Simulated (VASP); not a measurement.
# KTaO3 (P4/mmm) in VASP: a series of runs

KTaO3 is run at these levels: PBE; tasks: single point.

Program: VASP 6.6.1. These are calculated values, not measurements. Logs are shortened: lines on timing, memory, paths and dates and some standing lists are left out, and cuts for length are marked.

## Step 1: The cell of the first run

Symmetry: P4/mmm, No. 123, tetragonal system. The conventional cell has a = 4.604 Å, b = 4.604 Å, c = 2.993 Å, α = 90.00°, β = 90.00°, γ = 90.00°. Within 3.6 Å of K (site symmetry 4/mmm) lie 12 O at 2.75 to 3.26 Å and 2 K at 2.99 Å and 8 Ta at 3.58 Å. Within 2.0 Å of Ta (site symmetry 4/mmm) lie 2 O at 1.50 Å. Within 3.0 Å of O (site symmetry mmm) lie 2 Ta at 2.30 Å and 4 K at 2.75 Å and 6 O at 2.75 to 2.99 Å. Within 2.0 Å of O (site symmetry 4/mmm) lie 2 Ta at 1.50 Å.

## Step 2: Single point, PBE

The input, INCAR:

```
SYSTEM = KTaO3
  PREC = Accurate
  ENCUT = 520
  EDIFF = 1E-6
  ISMEAR = 0
  SIGMA = 0.05
  LREAL = .False.
  LASPH = .True.
  NELM = 100
  ALGO = Normal
  ISIF = 2
  LWAVE = .False.
  LCHARG = .False.
  GGA = PE
  NBANDS = 27
```

The input, KPOINTS:

```
Automatic mesh
0
Gamma
  8 8 8
  0 0 0
```

The input, POSCAR:

```
KTaO3
1.0
    4.6041560297      0.0000000000      0.0000000000
    0.0000000000      4.6041560297      0.0000000000
    0.0000000000      0.0000000000      2.9927014193
K Ta O
1 1 3
Direct
    0.5000000000      0.5000000000      0.5000000000
    0.0000000000      0.0000000000      0.0000000000
    0.5000000000      0.0000000000      0.0000000000
    0.0000000000      0.5000000000      0.0000000000
    0.0000000000      0.0000000000      0.5000000000
```

Potentials or basis: VASP PAW PBE potentials, release 64 (K_sv, Ta_pv, O).

Started as:

```bash
cat potpaw_PBE.64/K_sv/POTCAR potpaw_PBE.64/Ta_pv/POTCAR potpaw_PBE.64/O/POTCAR > POTCAR
mpirun -np 1 vasp_std > vasp.out
```

OUTCAR:

```text
SYSTEM = KTaO3
   PREC = Accurate
   ENCUT = 520
   EDIFF = 1E-6
   ISMEAR = 0
   LREAL = .False.
   LASPH = .True.
   NELM = 100
   ISIF = 2
   GGA = PE

 ion  position               nearest neighbor table
   1  0.500  0.500  0.500-   3 2.75   4 2.75   3 2.75   4 2.75   3 2.75   3 2.75   4 2.75   4 2.75
                             2 3.58   2 3.58   2 3.58   2 3.58   2 3.58   2 3.58   2 3.58   2 3.58
   2  0.000  0.000  0.000-   5 1.50   5 1.50   3 2.30   4 2.30   4 2.30   3 2.30   1 3.58   1 3.58
                             1 3.58   1 3.58   1 3.58   1 3.58   1 3.58   1 3.58
   3  0.500  0.000  0.000-   2 2.30   2 2.30   1 2.75   1 2.75   1 2.75   1 2.75
   4  0.000  0.500  0.000-   2 2.30   2 2.30   1 2.75   1 2.75   1 2.75   1 2.75
   5  0.000  0.000  0.500-   2 1.50   2 1.50

  LATTYP: Found a simple tetragonal cell.
 ALAT       =     4.6041560297
 C/A-ratio  =     0.6500000000

  Lattice vectors:

 A1 = (   4.6041560297,   0.0000000000,   0.0000000000)
 A2 = (   0.0000000000,   4.6041560297,   0.0000000000)
 A3 = (   0.0000000000,   0.0000000000,   2.9927014193)

Analysis of symmetry for initial positions (statically):
=====================================================================
 Subroutine PRICEL returns:
 Original cell was already a primitive cell.

 Routine SETGRP: Setting up the symmetry group for a
 simple tetragonal supercell.

 Subroutine GETGRP returns: Found 16 space group operations
 (whereof 16 operations were pure point group operations)
 out of a pool of 16 trial point group operations.

The static configuration has the point symmetry D_4h.

Analysis of symmetry for dynamics (positions and initial velocities):
=====================================================================
 Subroutine PRICEL returns:
 Original cell was already a primitive cell.

 Routine SETGRP: Setting up the symmetry group for a
 simple tetragonal supercell.

 Subroutine GETGRP returns: Found 16 space group operations
 (whereof 16 operations were pure point group operations)
 out of a pool of 16 trial point group operations.

The dynamic configuration has the point symmetry D_4h.

 Subroutine INISYM returns: Found 16 space group operations
 (whereof 16 operations are pure point group operations),
 and found     1 'primitive' translations

----------------------------------------------------------------------------------------

                                     Primitive cell

  volume of cell :      63.4400

  direct lattice vectors                    reciprocal lattice vectors
     4.604156030  0.000000000  0.000000000     0.217195072  0.000000000  0.000000000
     0.000000000  4.604156030  0.000000000     0.000000000  0.217195072  0.000000000
     0.000000000  0.000000000  2.992701419     0.000000000  0.000000000  0.334146264

  length of vectors
     4.604156030  4.604156030  2.992701419     0.217195072  0.217195072  0.334146264

  position of ions in fractional coordinates (direct lattice)
     0.500000000  0.500000000  0.500000000
     0.000000000  0.000000000  0.000000000
     0.500000000  0.000000000  0.000000000
     0.000000000  0.500000000  0.000000000
     0.000000000  0.000000000  0.500000000

  ion indices of the primitive-cell ions
   primitive index   ion index
                 1           1
                 2           2
                 3           3
                 4           4
                 5           5

----------------------------------------------------------------------------------------

 KPOINTS: Automatic mesh

Automatic generation of k-mesh.
 Grid dimensions read from file:
 generate k-points for:    8    8    8

 Generating k-lattice:

  Cartesian coordinates                     Fractional coordinates (reciprocal lattice)
     0.027149384  0.000000000  0.000000000     0.125000000  0.000000000  0.000000000
     0.000000000  0.027149384  0.000000000     0.000000000  0.125000000  0.000000000
     0.000000000  0.000000000  0.041768283     0.000000000  0.000000000  0.125000000

  Length of vectors
     0.027149384  0.027149384  0.041768283

  Shift w.r.t. Gamma in fractional coordinates (k-lattice)
     0.000000000  0.000000000  0.000000000

 Subroutine IBZKPT returns following result:
 ===========================================

 Found     75 irreducible k-points:

 Following reciprocal coordinates:
            Coordinates               Weight
  0.000000  0.000000  0.000000      1.000000
  0.125000  0.000000  0.000000      4.000000
  0.250000  0.000000  0.000000      4.000000
  0.375000  0.000000  0.000000      4.000000
  0.500000  0.000000  0.000000      2.000000
  0.125000  0.125000  0.000000      4.000000
[... 16 lines left out ...]
  0.375000  0.125000  0.125000     16.000000
  0.500000  0.125000  0.125000      8.000000
 [... further k-points ...]
   k-points           NKPTS =     75   k-points in BZ     NKDIM =     75   number of bands    NBANDS=     27
   number of dos      NEDOS =    301   number of ions     NIONS =      5
   total plane-waves  NPLWV =  31104
   dimension x,y,z NGX =    36 NGY =   36 NGZ =   24
   dimension x,y,z NGXF=    72 NGYF=   72 NGZF=   48
   ions per type =               1   1   3
   NGX,Y,Z   is equivalent  to a cutoff of  13.00, 13.00, 13.33 a.u.
   NGXF,Y,Z  is equivalent  to a cutoff of  26.00, 26.00, 26.66 a.u.
 SYSTEM =  KTaO3
   PREC   = accura    normal or accurate (medium, high low for compatibility)
   ISTART =      0    job   : 0-new  1-cont  2-samecut
   ICHARG =      2    charge: 1-file 2-atom 10-const
   ISPIN  =      1    spin polarized calculation?
   LNONCOLLINEAR =      F non collinear calculations
   LSORBIT =      F    spin-orbit coupling
   LASPH  =      T    aspherical Exc in radial PAW
   ENCUT  =  520.0 eV  38.22 Ry    6.18 a.u.   8.56  8.56  5.56*2*pi/ulx,y,z
   NELM   =    100;   NELMIN=  2; NELMDL= -5     # of ELM steps
   EDIFF  = 0.1E-05   stopping-criterion for ELM
   LREAL  =      F    real-space projection
   EDIFFG = 0.1E-04   stopping-criterion for IOM
   NSW    =      0    number of steps for IOM
   IBRION =     -1    ionic relax: 0-MD 1-quasi-New 2-CG
   NFREE  =      0    steps in history (QN), initial steepest desc. (CG)
   ISIF   =      2    stress and relaxation
   ISYM   =      2    0-nonsym 1-usesym 2-fastsym
   POTIM  = 0.5000    time-step for ionic-motion
   TEBEG  =    0.0;   TEEND  =   0.0 temperature during run
   PSTRESS=    0.0 pullay stress
   NELECT =      38.0000    total number of electrons
   NUPDOWN=      -1.0000    fix difference up-down
   EMIN   =  10.00;   EMAX   =-10.00  energy-range for DOS
   EFERMI =   0.00;   METHOD = LEGACY
   ISMEAR =     0;   SIGMA  =   0.05  broadening in eV -4-tet -1-fermi 0-gaus
   EFERMI_NEDOS =   21; number of points for ismear=-14 and -15
   IALGO  =     38    algorithm
   IMIX   =      4    mixing-type and parameters
     AMIX     =   0.40;   BMIX     =  1.00
     AMIX_MAG =   1.60;   BMIX_MAG =  1.00
  volume/ion in A,a.u.               =      12.69        85.62
  Fermi-wavevector in a.u.,A,eV,Ry     =   1.380008  2.607837 25.911228  1.904422
  Thomas-Fermi vector in A             =   2.504925
   LORBIT       =      0    0 simple, 1 ext, 2 COOP (PROOUT), +10 PAW based schemes
   GGA     = PE    functional components
   LHFCALC =     F    Hartree Fock is set to
   AEXX    =    0.0000 exact exchange contribution
   IVDW    =     0    specifies the selected vdW correction
   LEPSILON=     F    determine dielectric tensor
   LRPA    =     F    only Hartree local field effects (RPA)
 non-spin polarized calculation
 Gauss-broadening in eV      SIGMA  =   0.05
  energy-cutoff  :      520.00
  volume of cell :       63.44
 maximum number of plane-waves:      1726
 NGX is ok and might be reduce to    36
   NGX = 17   NGY = 17   NGZ = 11

 number of electron      38.0000016 magnetization

 Free energy of the ion-electron system (eV)
  ---------------------------------------------------
  ext. energy  EPLUGINS =         0.00000000
  ---------------------------------------------------
  free energy    TOTEN  =       -24.90142234 eV

  energy without entropy =      -24.89833018  energy(sigma->0) =      -24.89987626

 E-fermi :   3.9113     XC(G=0): -10.8363

 val. band max:        3.8826480993   @ k =   0.1250   0.0000   0.2500
 cond. band min:       3.9320025973   @ k =   0.1250   0.1250   0.0000
 fundamental gap:      0.0493544980
 Fermi energy:         3.9112872672

 k-point     1 :       0.0000    0.0000    0.0000
  band No.  band energies     occupation
      1     -35.4004      2.00000
      2     -32.2530      2.00000
      3     -32.2530      2.00000
      4     -25.4577      2.00000
      5     -21.5748      2.00000
      6     -13.8422      2.00000
[... 19 lines left out ...]
     26      11.8767      0.00000
     27      12.5027      0.00000

 k-point     2 :       0.1250    0.0000    0.0000
  band No.  band energies     occupation
      1     -35.4005      2.00000
      2     -32.2550      2.00000
      3     -32.2530      2.00000
      4     -25.4561      2.00000
      5     -21.5751      2.00000
      6     -13.8306      2.00000
[... 19 lines left out ...]
     26      11.9168      0.00000
     27      12.3777      0.00000

 k-point     3 :       0.2500    0.0000    0.0000
  band No.  band energies     occupation
      1     -35.4003      2.00000
      2     -32.2595      2.00000
      3     -32.2528      2.00000
      4     -25.4523      2.00000
      5     -21.5754      2.00000
      6     -13.8379      2.00000
[... 594 lines left out ...]
      1     -35.6708      2.00000
      2     -32.2403      2.00000
      3     -32.2309      2.00000
      4     -25.4121      2.00000
      5     -20.7304      2.00000
      6     -13.7755      2.00000
[... 19 lines left out ...]
     26      11.1140      0.00000
     27      11.6591      0.00000

 k-point    24 :       0.5000    0.1250    0.1250
  band No.  band energies     occupation
      1     -35.6707      2.00000
      2     -32.2421      2.00000
      3     -32.2308      2.00000
      4     -25.4108      2.00000
      5     -20.7304      2.00000
      6     -13.7889      2.00000
[... 19 lines left out ...]
     26      11.0301      0.00000
     27      11.1333      0.00000

 [... further k-points ...]

------------------------ aborting loop because EDIFF is reached ----------------------------------------

  FORCE on cell =-STRESS in cart. coord.  units (eV):
  Direction    XX          YY          ZZ          XY          YZ          ZX
  --------------------------------------------------------------------------------------
  -------------------------------------------------------------------------------------
  Total      -10.9300307    -10.9300307    128.2595740      0.0000000      0.0000000      0.0000000
  in kB     -276.0377699   -276.0377699   3239.1937073      0.0000000      0.0000000      0.0000000
  external PRESSURE =     895.7060559 kB  Pullay stress =       0.0000000 kB

 VOLUME and BASIS-vectors are now :
 -----------------------------------------------------------------------------
  energy-cutoff  :      520.00
  volume of cell :       63.44
      direct lattice vectors                 reciprocal lattice vectors
     4.604156030  0.000000000  0.000000000     0.217195072  0.000000000  0.000000000
     0.000000000  4.604156030  0.000000000     0.000000000  0.217195072  0.000000000
     0.000000000  0.000000000  2.992701419     0.000000000  0.000000000  0.334146264

 POSITION                                       TOTAL-FORCE (eV/Angst)
 -----------------------------------------------------------------------------------
      2.30208      2.30208      1.49635         0.000000      0.000000      0.000000
      0.00000      0.00000      0.00000         0.000000      0.000000      0.000000
      2.30208      0.00000      0.00000         0.000000      0.000000      0.000000
      0.00000      2.30208      0.00000         0.000000      0.000000      0.000000
      0.00000      0.00000      1.49635         0.000000      0.000000      0.000000
 -----------------------------------------------------------------------------------
    total drift:                                0.000000      0.000000     -0.000000

  FREE ENERGIE OF THE ION-ELECTRON SYSTEM (eV)
  ---------------------------------------------------
  free  energy   TOTEN  =       -24.9014223422 eV

  energy  without entropy=      -24.8983301801  energy(sigma->0) =      -24.89987626
```

Wall time 1.8 min (1 thread of AMD EPYC 7R13, shared host); peak memory 0.24 GiB.

Results:

| Item | Value |
| --- | --- |
| Free energy | -24.9014 eV |
| Pressure | 89.6 GPa |
| Band gap on the k mesh | zero (bands 19 and 20 overlap by 0.66 eV) |

Caveat: atoms lie so close that the PAW spheres overlap strongly, which falsifies energies and pressures; the stress differs along the axes, from -28 to 324 GPa; spin-orbit coupling is left out, which moves the levels of the heavy elements.

(Part 1 of 2 ends here.)

The gap in the log of VASP goes by the Fermi energy; the results here count the filled bands.